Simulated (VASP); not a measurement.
# AlCN (P-6m2) in VASP: single point with PBE

Aim: the single point of AlCN with PBE.

Everything below comes from runs of VASP 6.6.1. Logs are shortened: lines on timing, memory, paths and dates and some standing lists are left out, and cuts for length are marked.

## (1) The cell of the first run

Symmetry: P-6m2, No. 187, hexagonal system. Conventional cell: a = 3.533 Å, b = 3.533 Å, c = 4.003 Å, α = 90.00°, β = 90.00°, γ = 120.00°. Within 3.8 Å of Al (site symmetry -6m2) lie 6 C at 2.86 Å and 6 N at 2.86 Å and 6 Al at 3.53 Å. Within 2.7 Å of C (site symmetry -6m2) lie 3 N at 2.04 Å. Within 2.7 Å of N (site symmetry -6m2) lie 3 C at 2.04 Å.

## (2) Single point, PBE

Contents of INCAR:

```
PREC = Accurate ; ENCUT = 520
EDIFF = 1E-6 ; ISMEAR = 0
SIGMA = 0.1 ; LREAL = F
LASPH = T ; NELM = 100
ALGO = Normal ; ISIF = 2
LWAVE = F ; LCHARG = F
GGA = PE ; NBANDS = 13
```

Contents of KPOINTS:

```
Automatic mesh
0
Gamma
  6 6 4
```

Contents of POSCAR:

```
AlCN
1.0
    3.5327558000      0.0000000000      0.0000000000
   -1.7663779000      3.0594562700      0.0000000000
    0.0000000000      0.0000000000      4.0029127000
Al C N
1 1 1
Direct
    0.0000000000      0.0000000000      0.0000000000
    0.6666666700      0.3333333300      0.5000000000
    0.3333333300      0.6666666700      0.5000000000
```

Potentials or basis: VASP PAW PBE potentials, release 64 (Al, C, N).

The run is started by

```bash
$ cat potpaw_PBE.64/Al/POTCAR potpaw_PBE.64/C/POTCAR potpaw_PBE.64/N/POTCAR > POTCAR
$ mpirun -np 1 vasp_std > vasp.out
```

OUTCAR:

```text
PREC = Accurate
   ENCUT = 520
   EDIFF = 1E-6
   ISMEAR = 0
   LREAL = F
   LASPH = T
   NELM = 100
   ISIF = 2
   GGA = PE

 ion  position               nearest neighbor table
   1  0.000  0.000  0.000-
   2  0.667  0.333  0.500-
   3  0.333  0.667  0.500-

  LATTYP: Found a hexagonal cell.
 ALAT       =     3.5327558000
 C/A-ratio  =     1.1330850267

  Lattice vectors:

 A1 = (   3.5327558000,   0.0000000000,   0.0000000000)
 A2 = (  -1.7663779000,   3.0594562700,   0.0000000000)
 A3 = (   0.0000000000,   0.0000000000,   4.0029127000)

Analysis of symmetry for initial positions (statically):
=====================================================================
 Subroutine PRICEL returns:
 Original cell was already a primitive cell.

 Routine SETGRP: Setting up the symmetry group for a
 hexagonal supercell.

 Subroutine GETGRP returns: Found 12 space group operations
 (whereof 12 operations were pure point group operations)
 out of a pool of 24 trial point group operations.

The static configuration has the point symmetry D_3h.

Analysis of symmetry for dynamics (positions and initial velocities):
=====================================================================
 Subroutine PRICEL returns:
 Original cell was already a primitive cell.

 Routine SETGRP: Setting up the symmetry group for a
 hexagonal supercell.

 Subroutine GETGRP returns: Found 12 space group operations
 (whereof 12 operations were pure point group operations)
 out of a pool of 24 trial point group operations.

The dynamic configuration has the point symmetry D_3h.

 Subroutine INISYM returns: Found 12 space group operations
 (whereof 12 operations are pure point group operations),
 and found     1 'primitive' translations

----------------------------------------------------------------------------------------

                                     Primitive cell

  volume of cell :      43.2647

  direct lattice vectors                    reciprocal lattice vectors
     3.532755800  0.000000000  0.000000000     0.283065136  0.163427732  0.000000000
    -1.766377900  3.059456270  0.000000000     0.000000000  0.326855464  0.000000000
     0.000000000  0.000000000  4.002912700     0.000000000  0.000000000  0.249818089

  length of vectors
     3.532755800  3.532755802  4.002912700     0.326855465  0.326855464  0.249818089

  position of ions in fractional coordinates (direct lattice)
     0.000000000  0.000000000  0.000000000
     0.666666670  0.333333330  0.500000000
     0.333333330  0.666666670  0.500000000

  ion indices of the primitive-cell ions
   primitive index   ion index
                 1           1
                 2           2
                 3           3

----------------------------------------------------------------------------------------

 KPOINTS: Automatic mesh

Automatic generation of k-mesh.
 Grid dimensions read from file:
 generate k-points for:    6    6    4

 Generating k-lattice:

  Cartesian coordinates                     Fractional coordinates (reciprocal lattice)
     0.047177523  0.027237955  0.000000000     0.166666667  0.000000000  0.000000000
     0.000000000  0.054475911  0.000000000     0.000000000  0.166666667  0.000000000
     0.000000000  0.000000000  0.062454522     0.000000000  0.000000000  0.250000000

  Length of vectors
     0.054475911  0.054475911  0.062454522

  Shift w.r.t. Gamma in fractional coordinates (k-lattice)
     0.000000000  0.000000000  0.000000000

 Subroutine IBZKPT returns following result:
 ===========================================

 Found     21 irreducible k-points:

 Following reciprocal coordinates:
            Coordinates               Weight
  0.000000  0.000000  0.000000      1.000000
  0.166667  0.000000  0.000000      6.000000
  0.333333  0.000000  0.000000      6.000000
  0.500000  0.000000  0.000000      3.000000
  0.166667  0.166667  0.000000      6.000000
  0.333333  0.166667  0.000000     12.000000
[... 13 lines left out ...]
  0.333333  0.166667  0.500000     12.000000
  0.333333  0.333333  0.500000      2.000000
   k-points           NKPTS =     21   k-points in BZ     NKDIM =     21   number of bands    NBANDS=     13
   number of dos      NEDOS =    301   number of ions     NIONS =      3
   total plane-waves  NPLWV =  23520
   dimension x,y,z NGX =    28 NGY =   28 NGZ =   30
   dimension x,y,z NGXF=    56 NGYF=   56 NGZF=   60
   ions per type =               1   1   1
   NGX,Y,Z   is equivalent  to a cutoff of  13.18, 13.18, 12.46 a.u.
   NGXF,Y,Z  is equivalent  to a cutoff of  26.35, 26.35, 24.92 a.u.
 SYSTEM =  unknown system
   PREC   = accura    normal or accurate (medium, high low for compatibility)
   ISTART =      0    job   : 0-new  1-cont  2-samecut
   ICHARG =      2    charge: 1-file 2-atom 10-const
   ISPIN  =      1    spin polarized calculation?
   LNONCOLLINEAR =      F non collinear calculations
   LSORBIT =      F    spin-orbit coupling
   LASPH  =      T    aspherical Exc in radial PAW
   ENCUT  =  520.0 eV  38.22 Ry    6.18 a.u.   6.57  6.57  7.44*2*pi/ulx,y,z
   NELM   =    100;   NELMIN=  2; NELMDL= -5     # of ELM steps
   EDIFF  = 0.1E-05   stopping-criterion for ELM
   LREAL  =      F    real-space projection
   EDIFFG = 0.1E-04   stopping-criterion for IOM
   NSW    =      0    number of steps for IOM
   IBRION =     -1    ionic relax: 0-MD 1-quasi-New 2-CG
   NFREE  =      0    steps in history (QN), initial steepest desc. (CG)
   ISIF   =      2    stress and relaxation
   ISYM   =      2    0-nonsym 1-usesym 2-fastsym
   POTIM  = 0.5000    time-step for ionic-motion
   TEBEG  =    0.0;   TEEND  =   0.0 temperature during run
   PSTRESS=    0.0 pullay stress
   NELECT =      12.0000    total number of electrons
   NUPDOWN=      -1.0000    fix difference up-down
   EMIN   =  10.00;   EMAX   =-10.00  energy-range for DOS
   EFERMI =   0.00;   METHOD = LEGACY
   ISMEAR =     0;   SIGMA  =   0.10  broadening in eV -4-tet -1-fermi 0-gaus
   EFERMI_NEDOS =   21; number of points for ismear=-14 and -15
   IALGO  =     38    algorithm
   IMIX   =      4    mixing-type and parameters
     AMIX     =   0.40;   BMIX     =  1.00
     AMIX_MAG =   1.60;   BMIX_MAG =  1.00
  volume/ion in A,a.u.               =      14.42        97.32
  Fermi-wavevector in a.u.,A,eV,Ry     =   1.067638  2.017543 15.508605  1.139850
  Thomas-Fermi vector in A             =   2.203261
   LORBIT       =      0    0 simple, 1 ext, 2 COOP (PROOUT), +10 PAW based schemes
   GGA     = PE    functional components
   LHFCALC =     F    Hartree Fock is set to
   AEXX    =    0.0000 exact exchange contribution
   IVDW    =     0    specifies the selected vdW correction
   LEPSILON=     F    determine dielectric tensor
   LRPA    =     F    only Hartree local field effects (RPA)
 non-spin polarized calculation
 Gauss-broadening in eV      SIGMA  =   0.10
  energy-cutoff  :      520.00
  volume of cell :       43.26
 maximum number of plane-waves:      1202
 NGX is ok and might be reduce to    28
   NGX = 13   NGY = 13   NGZ = 15

 number of electron      11.9999999 magnetization

 Free energy of the ion-electron system (eV)
  ---------------------------------------------------
  ext. energy  EPLUGINS =         0.00000000
  ---------------------------------------------------
  free energy    TOTEN  =       -13.92631142 eV

  energy without entropy =      -13.92158269  energy(sigma->0) =      -13.92394705

 E-fermi :   4.0548     XC(G=0):  -9.8416

 val. band max:        3.9971582627   @ k =   0.3333   0.1667   0.5000
 cond. band min:       4.2351650648   @ k =   0.3333   0.1667   0.0000
 fundamental gap:      0.2380068021
 Fermi energy:         4.0548041690

 k-point     1 :       0.0000    0.0000    0.0000
  band No.  band energies     occupation
      1     -11.2378      2.00000
      2      -2.3246      2.00000
      3      -0.0263      2.00000
      4       0.9632      2.00000
      5       0.9632      2.00000
      6       1.1394      2.00000
      7       5.7495      0.00000
      8       5.7495      0.00000
      9       6.0022      0.00000
     10      11.1576      0.00000
     11      12.0257      0.00000
     12      12.5677      0.00000
     13      12.5677      0.00000

 k-point     2 :       0.1667    0.0000    0.0000
  band No.  band energies     occupation
      1     -10.9742      2.00000
      2      -3.3763      2.00000
      3       0.2830      2.00000
      4       0.5516      2.00000
      5       0.7951      2.00000
      6       2.1801      2.00000
      7       5.6115      0.00000
      8       5.7070      0.00000
      9       6.5138      0.00000
     10      10.4097      0.00000
     11      11.3311      0.00000
     12      11.7738      0.00000
     13      12.5726      0.00000

 k-point     3 :       0.3333    0.0000    0.0000
  band No.  band energies     occupation
      1     -10.2984      2.00000
      2      -5.1106      2.00000
      3      -0.0681      2.00000
      4       0.8488      2.00000
      5       1.1278      2.00000
      6       3.3018      2.00000
      7       4.5920      0.00000
      8       6.4138      0.00000
      9       7.9401      0.00000
     10       8.0575      0.00000
     11      10.0652      0.00000
     12      10.8264      0.00000
     13      12.2942      0.00000
[... 257 lines left out ...]
 k-point    20 :       0.3333    0.1667    0.5000
  band No.  band energies     occupation
      1      -9.6998      2.00000
      2      -5.5014      2.00000
      3      -1.0352      2.00000
      4      -0.5766      2.00000
      5       1.7091      2.00000
      6       3.5782      2.00000
      7       3.9972      1.58506
      8       6.5421      0.00000
      9       8.4467      0.00000
     10       8.9240      0.00000
     11       9.6424      0.00000
     12      10.4343      0.00000
     13      15.1907      0.00000

 k-point    21 :       0.3333    0.3333    0.5000
  band No.  band energies     occupation
      1      -9.4548      2.00000
      2      -5.7861      2.00000
      3      -1.7289      2.00000
      4       0.7430      2.00000
      5       1.2247      2.00000
      6       2.3744      2.00000
      7       5.2558      0.00000
      8       5.9518      0.00000
      9       8.4780      0.00000
     10       8.6353      0.00000
     11       9.8545      0.00000
     12      10.4921      0.00000
     13      16.7445      0.00000

------------------------ aborting loop because EDIFF is reached ----------------------------------------

  FORCE on cell =-STRESS in cart. coord.  units (eV):
  Direction    XX          YY          ZZ          XY          YZ          ZX
  --------------------------------------------------------------------------------------
  -------------------------------------------------------------------------------------
  Total       -6.2558373     -6.2558373     -5.1452353      0.0000000      0.0000000      0.0000000
  in kB     -231.6658612   -231.6658615   -190.5381008      0.0000000      0.0000000      0.0000000
  external PRESSURE =    -217.9566078 kB  Pullay stress =       0.0000000 kB

 VOLUME and BASIS-vectors are now :
 -----------------------------------------------------------------------------
  energy-cutoff  :      520.00
  volume of cell :       43.26
      direct lattice vectors                 reciprocal lattice vectors
     3.532755800  0.000000000  0.000000000     0.283065136  0.163427732  0.000000000
    -1.766377900  3.059456270  0.000000000     0.000000000  0.326855464  0.000000000
     0.000000000  0.000000000  4.002912700     0.000000000  0.000000000  0.249818089

 POSITION                                       TOTAL-FORCE (eV/Angst)
 -----------------------------------------------------------------------------------
      0.00000      0.00000      0.00000         0.000000      0.000000      0.000000
      1.76638      1.01982      2.00146         0.000000     -0.000000      0.000000
     -0.00000      2.03964      2.00146        -0.000000     -0.000000      0.000000
 -----------------------------------------------------------------------------------
    total drift:                                0.000008     -0.000004      0.000000

  FREE ENERGIE OF THE ION-ELECTRON SYSTEM (eV)
  ---------------------------------------------------
  free  energy   TOTEN  =       -13.9263114191 eV

  energy  without entropy=      -13.9215826854  energy(sigma->0) =      -13.92394705
```

It took 7.7 s on 1 thread of AMD EPYC 9R14 (Zen 4), shared host; peak memory 0.12 GiB.

Results:

| Property | Result |
| --- | --- |
| Free energy | -13.9263 eV |
| Pressure | -21.8 GPa |
| Band gap on the k mesh | zero (band 6 reaches 5.01 eV, above the bottom of band 7 at 4.00 eV) |

Stress tensor (GPa, compression positive):
```
-23.17   0.00   0.00
  0.00 -23.17   0.00
  0.00   0.00 -19.05
```

Caveat: the k points lie up to 0.39 Å⁻¹ apart.
